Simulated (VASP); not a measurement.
# AgO (F-43m) in VASP: a series of runs

Runs on AgO. Level: PBEsol. Tasks: single point, relaxation of cell and atoms.

Program: VASP 6.6.1. These are calculated values, not measurements. Logs are shortened: lines on timing, memory, paths and dates and some standing lists are left out, and cuts for length are marked.

## Step 1: The cell of the first run

Symmetry: F-43m, No. 216, cubic system. Conventional cell: a = 4.981 Å, b = 4.981 Å, c = 4.981 Å, α = 90.00°, β = 90.00°, γ = 90.00°. Ag (site symmetry -43m) has 4 O at 2.16 Å within 2.9 Å. Within 2.9 Å of O (site symmetry -43m) lie 4 Ag at 2.16 Å.

## Step 2: Single point, PBEsol

INCAR

```
SYSTEM = AgO
PREC = Accurate
ENCUT = 520
EDIFF = 1E-7
ISMEAR = 0
SIGMA = 0.1
LREAL = .FALSE.
LASPH = .TRUE.
NELM = 60
ALGO = Normal
ISIF = 2
LWAVE = .FALSE.
LCHARG = .FALSE.
GGA = PS
NBANDS = 16
```

KPOINTS

```
Automatic mesh
0
G
  14 14 14
  0 0 0
```

POSCAR

```
AgO
1.0
    0.0000000000      2.4907414637      2.4907414637
    2.4907414637      0.0000000000      2.4907414637
    2.4907414637      2.4907414637      0.0000000000
Ag O
1 1
Direct
    0.0000000000      0.0000000000      0.0000000000
    0.7500000000      0.7500000000      0.7500000000
```

Potentials or basis: VASP PAW PBE potentials, release 64 (Ag, O).

The run is started by

```console
$ cat potpaw_PBE.64/Ag/POTCAR potpaw_PBE.64/O/POTCAR > POTCAR
$ mpirun -np 1 vasp_std > vasp.out
```

OUTCAR:

```text
SYSTEM = AgO
   PREC = Accurate
   ENCUT = 520
   EDIFF = 1E-7
   ISMEAR = 0
   LREAL = .FALSE.
   LASPH = .TRUE.
   NELM = 60
   ISIF = 2
   GGA = PS

 ion  position               nearest neighbor table
   1  0.000  0.000  0.000-   2 2.16   2 2.16   2 2.16   2 2.16
   2  0.750  0.750  0.750-   1 2.16   1 2.16   1 2.16   1 2.16

  LATTYP: Found a face centered cubic cell.
 ALAT       =     4.9814829274

  Lattice vectors:

 A1 = (   0.0000000000,   2.4907414637,   2.4907414637)
 A2 = (   2.4907414637,   0.0000000000,   2.4907414637)
 A3 = (   2.4907414637,   2.4907414637,   0.0000000000)

Analysis of symmetry for initial positions (statically):
=====================================================================
 Subroutine PRICEL returns:
 Original cell was already a primitive cell.

 Routine SETGRP: Setting up the symmetry group for a
 face centered cubic supercell.

 Subroutine GETGRP returns: Found 24 space group operations
 (whereof 24 operations were pure point group operations)
 out of a pool of 48 trial point group operations.

The static configuration has the point symmetry T_d .

Analysis of symmetry for dynamics (positions and initial velocities):
=====================================================================
 Subroutine PRICEL returns:
 Original cell was already a primitive cell.

 Routine SETGRP: Setting up the symmetry group for a
 face centered cubic supercell.

 Subroutine GETGRP returns: Found 24 space group operations
 (whereof 24 operations were pure point group operations)
 out of a pool of 48 trial point group operations.

The dynamic configuration has the point symmetry T_d .

 Subroutine INISYM returns: Found 24 space group operations
 (whereof 24 operations are pure point group operations),
 and found     1 'primitive' translations

----------------------------------------------------------------------------------------

                                     Primitive cell

  volume of cell :      30.9041

  direct lattice vectors                    reciprocal lattice vectors
     0.000000000  2.490741464  2.490741464    -0.200743436  0.200743436  0.200743436
     2.490741464  0.000000000  2.490741464     0.200743436 -0.200743436  0.200743436
     2.490741464  2.490741464  0.000000000     0.200743436  0.200743436 -0.200743436

  length of vectors
     3.522440358  3.522440358  3.522440358     0.347697831  0.347697831  0.347697831

  position of ions in fractional coordinates (direct lattice)
     0.000000000  0.000000000  0.000000000
     0.750000000  0.750000000  0.750000000

  ion indices of the primitive-cell ions
   primitive index   ion index
                 1           1
                 2           2

----------------------------------------------------------------------------------------

 KPOINTS: Automatic mesh

Automatic generation of k-mesh.
 Grid dimensions read from file:
 generate k-points for:   14   14   14

 Generating k-lattice:

  Cartesian coordinates                     Fractional coordinates (reciprocal lattice)
    -0.014338817  0.014338817  0.014338817     0.071428571  0.000000000  0.000000000
     0.014338817 -0.014338817  0.014338817     0.000000000  0.071428571  0.000000000
     0.014338817  0.014338817 -0.014338817     0.000000000  0.000000000  0.071428571

  Length of vectors
     0.024835559  0.024835559  0.024835559

  Shift w.r.t. Gamma in fractional coordinates (k-lattice)
     0.000000000  0.000000000  0.000000000

 Subroutine IBZKPT returns following result:
 ===========================================

 Found    104 irreducible k-points:

 Following reciprocal coordinates:
            Coordinates               Weight
  0.000000  0.000000  0.000000      1.000000
  0.071429  0.000000  0.000000      8.000000
  0.142857  0.000000  0.000000      8.000000
  0.214286  0.000000  0.000000      8.000000
  0.285714  0.000000  0.000000      8.000000
  0.357143  0.000000  0.000000      8.000000
[... 16 lines left out ...]
  0.214286  0.142857  0.000000     24.000000
  0.285714  0.142857  0.000000     24.000000
 [... further k-points ...]
   k-points           NKPTS =    104   k-points in BZ     NKDIM =    104   number of bands    NBANDS=     16
   number of dos      NEDOS =    301   number of ions     NIONS =      2
   total plane-waves  NPLWV =  21952
   dimension x,y,z NGX =    28 NGY =   28 NGZ =   28
   dimension x,y,z NGXF=    56 NGYF=   56 NGZF=   56
   ions per type =               1   1
   NGX,Y,Z   is equivalent  to a cutoff of  13.21, 13.21, 13.21 a.u.
   NGXF,Y,Z  is equivalent  to a cutoff of  26.43, 26.43, 26.43 a.u.
 SYSTEM =  AgO
   PREC   = accura    normal or accurate (medium, high low for compatibility)
   ISTART =      0    job   : 0-new  1-cont  2-samecut
   ICHARG =      2    charge: 1-file 2-atom 10-const
   ISPIN  =      1    spin polarized calculation?
   LNONCOLLINEAR =      F non collinear calculations
   LSORBIT =      F    spin-orbit coupling
   LASPH  =      T    aspherical Exc in radial PAW
   ENCUT  =  520.0 eV  38.22 Ry    6.18 a.u.   6.55  6.55  6.55*2*pi/ulx,y,z
   NELM   =     60;   NELMIN=  2; NELMDL= -5     # of ELM steps
   EDIFF  = 0.1E-06   stopping-criterion for ELM
   LREAL  =      F    real-space projection
   EDIFFG = 0.1E-05   stopping-criterion for IOM
   NSW    =      0    number of steps for IOM
   IBRION =     -1    ionic relax: 0-MD 1-quasi-New 2-CG
   NFREE  =      0    steps in history (QN), initial steepest desc. (CG)
   ISIF   =      2    stress and relaxation
   ISYM   =      2    0-nonsym 1-usesym 2-fastsym
   POTIM  = 0.5000    time-step for ionic-motion
   TEBEG  =    0.0;   TEEND  =   0.0 temperature during run
   PSTRESS=    0.0 pullay stress
   NELECT =      17.0000    total number of electrons
   NUPDOWN=      -1.0000    fix difference up-down
   EMIN   =  10.00;   EMAX   =-10.00  energy-range for DOS
   EFERMI =   0.00;   METHOD = LEGACY
   ISMEAR =     0;   SIGMA  =   0.10  broadening in eV -4-tet -1-fermi 0-gaus
   EFERMI_NEDOS =   21; number of points for ismear=-14 and -15
   IALGO  =     38    algorithm
   IMIX   =      4    mixing-type and parameters
     AMIX     =   0.40;   BMIX     =  1.00
     AMIX_MAG =   1.60;   BMIX_MAG =  1.00
  volume/ion in A,a.u.               =      15.45       104.28
  Fermi-wavevector in a.u.,A,eV,Ry     =   1.341382  2.534845 24.481042  1.799306
  Thomas-Fermi vector in A             =   2.469620
   LORBIT       =      0    0 simple, 1 ext, 2 COOP (PROOUT), +10 PAW based schemes
   GGA     = PS    functional components
   LHFCALC =     F    Hartree Fock is set to
   AEXX    =    0.0000 exact exchange contribution
   IVDW    =     0    specifies the selected vdW correction
   LEPSILON=     F    determine dielectric tensor
   LRPA    =     F    only Hartree local field effects (RPA)
 non-spin polarized calculation
 Gauss-broadening in eV      SIGMA  =   0.10
  energy-cutoff  :      520.00
  volume of cell :       30.90
 maximum number of plane-waves:       869
 NGX is ok and might be reduce to    28
   NGX = 13   NGY = 13   NGZ = 13

 number of electron      17.0000001 magnetization

 Free energy of the ion-electron system (eV)
  ---------------------------------------------------
  ext. energy  EPLUGINS =         0.00000000
  ---------------------------------------------------
  free energy    TOTEN  =        -8.08016894 eV

  energy without entropy =       -8.06783622  energy(sigma->0) =       -8.07400258

 E-fermi :   3.5350     XC(G=0): -10.7194

 val. band max:        3.5240367253   @ k =   0.4286   0.2143   0.0714
 cond. band min:       3.5372524915   @ k =   0.1429   0.0714   0.0000
 fundamental gap:      0.0132157662
 Fermi energy:         3.5349932962

 k-point     1 :       0.0000    0.0000    0.0000
  band No.  band energies     occupation
      1     -14.1243      2.00000
      2      -1.7800      2.00000
      3      -1.7800      2.00000
      4      -1.7800      2.00000
      5       0.5920      2.00000
      6       0.5920      2.00000
[... 8 lines left out ...]
     15      22.4330      0.00000
     16      22.4330      0.00000

 k-point     2 :       0.0714    0.0000    0.0000
  band No.  band energies     occupation
      1     -14.1095      2.00000
      2      -1.7931      2.00000
      3      -1.7580      2.00000
      4      -1.7580      2.00000
      5       0.5859      2.00000
      6       0.5859      2.00000
[... 8 lines left out ...]
     15      22.2427      0.00000
     16      22.2427      0.00000

 k-point     3 :       0.1429    0.0000    0.0000
  band No.  band energies     occupation
      1     -14.0682      2.00000
      2      -1.8108      2.00000
      3      -1.6977      2.00000
      4      -1.6977      2.00000
      5       0.5742      2.00000
      6       0.5742      2.00000
[... 8 lines left out ...]
     15      21.9036      0.00000
     16      21.9036      0.00000

 k-point     4 :       0.2143    0.0000    0.0000
  band No.  band energies     occupation
      1     -14.0088      2.00000
      2      -1.7854      2.00000
      3      -1.6148      2.00000
      4      -1.6148      2.00000
      5       0.5742      2.00000
      6       0.5742      2.00000
[... 8 lines left out ...]
     15      21.7395      0.00000
     16      21.7395      0.00000
[... 324 lines left out ...]
 k-point    22 :       0.1429    0.1429    0.0000
  band No.  band energies     occupation
      1     -14.0496      2.00000
      2      -1.9019      2.00000
      3      -1.6222      2.00000
      4      -1.6222      2.00000
      5       0.4731      2.00000
      6       0.6472      2.00000
[... 8 lines left out ...]
     15      23.8918      0.00000
     16      23.8918      0.00000

 k-point    23 :       0.2143    0.1429    0.0000
  band No.  band energies     occupation
      1     -14.0057      2.00000
      2      -1.9222      2.00000
      3      -1.5368      2.00000
      4      -1.5322      2.00000
      5       0.4294      2.00000
      6       0.6716      2.00000
[... 8 lines left out ...]
     15      23.4814      0.00000
     16      24.0638      0.00000

 k-point    24 :       0.2857    0.1429    0.0000
  band No.  band energies     occupation
      1     -13.9489      2.00000
      2      -1.8738      2.00000
      3      -1.4418      2.00000
      4      -1.4334      2.00000
      5       0.4230      2.00000
      6       0.7010      2.00000
[... 8 lines left out ...]
     15      22.9241      0.00000
     16      23.8708      0.00000

 [... further k-points ...]

------------------------ aborting loop because EDIFF is reached ----------------------------------------

  FORCE on cell =-STRESS in cart. coord.  units (eV):
  Direction    XX          YY          ZZ          XY          YZ          ZX
  --------------------------------------------------------------------------------------
  -------------------------------------------------------------------------------------
  Total       -0.4145420     -0.4145420     -0.4145420      0.0000000      0.0000000      0.0000000
  in kB      -21.4913256    -21.4913256    -21.4913256      0.0000000      0.0000000      0.0000000
  external PRESSURE =     -21.4913256 kB  Pullay stress =       0.0000000 kB

 VOLUME and BASIS-vectors are now :
 -----------------------------------------------------------------------------
  energy-cutoff  :      520.00
  volume of cell :       30.90
      direct lattice vectors                 reciprocal lattice vectors
     0.000000000  2.490741464  2.490741464    -0.200743436  0.200743436  0.200743436
     2.490741464  0.000000000  2.490741464     0.200743436 -0.200743436  0.200743436
     2.490741464  2.490741464  0.000000000     0.200743436  0.200743436 -0.200743436

 POSITION                                       TOTAL-FORCE (eV/Angst)
 -----------------------------------------------------------------------------------
      0.00000      0.00000      0.00000         0.000000      0.000000      0.000000
      3.73611      3.73611      3.73611        -0.000000     -0.000000     -0.000000
 -----------------------------------------------------------------------------------
    total drift:                               -0.000000     -0.000000     -0.000000

  FREE ENERGIE OF THE ION-ELECTRON SYSTEM (eV)
  ---------------------------------------------------
  free  energy   TOTEN  =        -8.0801689403 eV

  energy  without entropy=       -8.0678362216  energy(sigma->0) =       -8.07400258
```

It took 43 s on 1 thread of Intel Xeon Platinum 8124M at 3.00GHz (Skylake/Cascade Lake), shared host; peak memory 0.19 GiB.

What came out:

```
Free energy : -8.0802 eV
Pressure    : -2.1 GPa
```

Levels at points of the mesh, in eV from the Fermi level:
```csv
k point,band 5,band 6,band 7,band 8,band 9,band 10,band 11,band 12,band 13,band 14
"(0.00, 0.00, 0.00)",-2.94,-2.94,0.33,0.80,0.80,0.80,13.57,13.57,13.57,18.26
"(0.50, 0.00, 0.00)",-2.78,-2.78,-2.62,-0.02,-0.02,5.26,6.72,13.42,13.42,15.65
"(0.50, 0.50, 0.00)",-3.09,-2.64,-1.70,-1.26,-1.26,5.88,8.46,11.18,12.94,12.94
```

Caveat: the PAW data sets were made with another functional, which shifts forces and pressure a little; an odd number of electrons without spin polarisation forces a metal; a magnetic or distorted state may lie lower.

## Step 3: Single point, PBEsol

This run uses another cell than the first one, of 12.22 Å³/atom, 0.791 times its volume.

INCAR

```
ALGO     = Normal         # electronic algorithm
EDIFF    = 1E-6           # SCF threshold, eV
ENCUT    = 520            # plane-wave cutoff, eV
GGA      = PS             # functional
ISIF     = 2              # what is computed and relaxed
ISMEAR   = 0              # smearing method
LASPH    = T              # aspherical terms in the spheres
LCHARG   = F              # write CHGCAR
LREAL    = F              # projectors in reciprocal space
LWAVE    = F              # write WAVECAR
NBANDS   = 16             # bands
NELM     = 80             # most SCF steps
PREC     = Accurate       # precision mode
SIGMA    = 0.1            # smearing width, eV
```

KPOINTS

```
k-points
0
Gamma
  16 16 16
```

POSCAR

```
AgO
1.0
    0.0000000000      2.3033431202      2.3033431202
    2.3033431202      0.0000000000      2.3033431202
    2.3033431202      2.3033431202      0.0000000000
Ag O
1 1
Direct
    0.0000000000      0.0000000000      0.0000000000
    0.7500000000      0.7500000000      0.7500000000
```

Potentials or basis: VASP PAW PBE potentials, release 64 (Ag, O).

The run is started by

```console
$ cat potpaw_PBE.64/Ag/POTCAR potpaw_PBE.64/O/POTCAR > POTCAR
$ mpirun -np 1 vasp_std > vasp.out
```

Run time: 26 s. Hardware: 1 thread of Intel Xeon Platinum 8124M at 3.00GHz (Skylake/Cascade Lake), shared host; peak memory 0.18 GiB.

It converged, with:

```
Free energy : -7.4927 eV
Pressure    : 39.7 GPa
```

Levels at points of the mesh, in eV from the Fermi level:
```csv
k point,band 7,band 8,band 9,band 10,band 11,band 12
"(0.00, 0.00, 0.00)",-0.05,1.08,1.08,1.08,14.66,14.66
"(0.50, 0.00, 0.00)",-3.23,-0.09,-0.09,5.59,7.22,14.69
"(0.50, 0.50, 0.00)",-2.17,-1.75,-1.75,6.24,9.94,12.01
```

Caveat: the PAW data sets were made with another functional, which shifts forces and pressure a little; an odd number of electrons without spin polarisation forces a metal; a magnetic or distorted state may lie lower.

## Step 4: Single point, PBEsol

This run uses another cell than the first one, of 13.28 Å³/atom, 0.859 times its volume.

INCAR

```
PREC = Accurate
ENCUT = 520
EDIFF = 1E-6
ISMEAR = 0
SIGMA = 0.1
LREAL = F
LASPH = T
NELM = 100
ALGO = Normal
ISIF = 2
LWAVE = F
LCHARG = F
GGA = PS
NBANDS = 16
```

KPOINTS

```
regular mesh
0
Gamma
  16 16 16
```

POSCAR

```
AgO
1.0
    0.0000000000      2.3679807998      2.3679807998
    2.3679807998      0.0000000000      2.3679807998
    2.3679807998      2.3679807998      0.0000000000
Ag O
1 1
Direct
    0.0000000000      0.0000000000      0.0000000000
    0.7500000000      0.7500000000      0.7500000000
```

Potentials or basis: VASP PAW PBE potentials, release 64 (Ag, O).

The run is started by

```console
$ cat potpaw_PBE.64/Ag/POTCAR potpaw_PBE.64/O/POTCAR > POTCAR
$ mpirun -np 1 vasp_std > vasp.out
```

OUTCAR:

```text
PREC = Accurate
   ENCUT = 520
   EDIFF = 1E-6
   ISMEAR = 0
   LREAL = F
   LASPH = T
   NELM = 100
   ISIF = 2
   GGA = PS

 ion  position               nearest neighbor table
   1  0.000  0.000  0.000-   2 2.05   2 2.05   2 2.05   2 2.05
   2  0.750  0.750  0.750-   1 2.05   1 2.05   1 2.05   1 2.05

  LATTYP: Found a face centered cubic cell.
 ALAT       =     4.7359615996

  Lattice vectors:

 A1 = (   0.0000000000,   2.3679807998,   2.3679807998)
 A2 = (   2.3679807998,   0.0000000000,   2.3679807998)
 A3 = (   2.3679807998,   2.3679807998,   0.0000000000)

Analysis of symmetry for initial positions (statically):
=====================================================================
 Subroutine PRICEL returns:
 Original cell was already a primitive cell.

 Routine SETGRP: Setting up the symmetry group for a
 face centered cubic supercell.

 Subroutine GETGRP returns: Found 24 space group operations
 (whereof 24 operations were pure point group operations)
 out of a pool of 48 trial point group operations.

The static configuration has the point symmetry T_d .

Analysis of symmetry for dynamics (positions and initial velocities):
[... 162 lines left out ...]
 val. band max:        5.5121901395   @ k =   0.4375   0.0000   0.0000
 cond. band min:       5.5181838324   @ k =   0.4375   0.0625   0.0000
 fundamental gap:      0.0059936930
 Fermi energy:         5.5130185817

 k-point     1 :       0.0000    0.0000    0.0000
  band No.  band energies     occupation
      1     -13.2779      2.00000
      2      -0.9873      2.00000
      3      -0.9873      2.00000
      4      -0.9873      2.00000
      5       2.0534      2.00000
      6       2.0534      2.00000
[... 433 lines left out ...]
      3      -0.9407      2.00000
      4      -0.9163      2.00000
      5       2.0110      2.00000
      6       2.0604      2.00000
[... 8 lines left out ...]
     15      24.6774      0.00000
     16      25.8839      0.00000

 [... further k-points ...]

------------------------ aborting loop because EDIFF is reached ----------------------------------------

  FORCE on cell =-STRESS in cart. coord.  units (eV):
  Direction    XX          YY          ZZ          XY          YZ          ZX
  --------------------------------------------------------------------------------------
  -------------------------------------------------------------------------------------
  Total        3.2722674      3.2722674      3.2722674      0.0000000      0.0000000      0.0000000
  in kB      197.4216807    197.4216807    197.4216807      0.0000000      0.0000000      0.0000000
  external PRESSURE =     197.4216807 kB  Pullay stress =       0.0000000 kB

 VOLUME and BASIS-vectors are now :
 -----------------------------------------------------------------------------
  energy-cutoff  :      520.00
  volume of cell :       26.56
      direct lattice vectors                 reciprocal lattice vectors
     0.000000000  2.367980800  2.367980800    -0.211150361  0.211150361  0.211150361
     2.367980800  0.000000000  2.367980800     0.211150361 -0.211150361  0.211150361
     2.367980800  2.367980800  0.000000000     0.211150361  0.211150361 -0.211150361

 POSITION                                       TOTAL-FORCE (eV/Angst)
 -----------------------------------------------------------------------------------
      0.00000      0.00000      0.00000         0.000000      0.000000      0.000000
      3.55197      3.55197      3.55197        -0.000000     -0.000000     -0.000000
 -----------------------------------------------------------------------------------
    total drift:                               -0.000000     -0.000000     -0.000000

  FREE ENERGIE OF THE ION-ELECTRON SYSTEM (eV)
  ---------------------------------------------------
  free  energy   TOTEN  =        -7.8785358030 eV

  energy  without entropy=       -7.8683735116  energy(sigma->0) =       -7.87345466
```

Wall time 55 s (1 thread of Intel Xeon Platinum 8124M at 3.00GHz (Skylake/Cascade Lake), shared host); peak memory 0.2 GiB.

What came out:

```
Free energy : -7.8785 eV
Pressure    : 19.7 GPa
```

Caveat: the PAW data sets were made with another functional, which shifts forces and pressure a little; an odd number of electrons without spin polarisation forces a metal; a magnetic or distorted state may lie lower.

(Part 1 of 2 ends here.)
